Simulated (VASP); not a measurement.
Here is a VASP 6.6.1 calculation.

Contents of INCAR:

```
PREC = Accurate
ENCUT = 520
EDIFF = 1E-6
ISMEAR = -1
SIGMA = 0.05
LREAL = False
LASPH = True
NELM = 100
ALGO = Normal
ISIF = 2
LWAVE = False
LCHARG = False
NBANDS = 17
```

Contents of KPOINTS:

```
regular mesh
0
Gamma
  14 14 12
```

The input POSCAR:

```
B2W
1.0
    3.0200014205      0.0000000000      0.0000000000
   -1.5100007103      2.6153979496      0.0000000000
    0.0000000000      0.0000000000      2.9890000000
B W
2 1
Direct
    0.3333333333      0.6666666667      0.5000000000
    0.6666666667      0.3333333333      0.5000000000
    0.0000000000      0.0000000000      0.0000000000
```

Potentials or basis: VASP PAW LDA potentials, release 64 (B, W_sv).

Command:

```sh
$ cat potpaw_LDA.64/B/POTCAR potpaw_LDA.64/W_sv/POTCAR > POTCAR
$ mpirun -np 1 vasp_std > vasp.out
```

Question: What does it give for the pressure?

Answer: 33.9 GPa.

Question: What does it give for the band gap on the k mesh?

Answer: Zero (bands 10 and 11 overlap by 5.09 eV).

Stress tensor (GPa, compression positive):
```
25.95  0.00  0.00
 0.00 25.95  0.00
 0.00  0.00 49.92
```

Caveat: the cell differs from its parent crystal (zz strain of -2 %); the cell stands under pressure; spin-orbit coupling is left out, which moves the levels of the heavy elements.
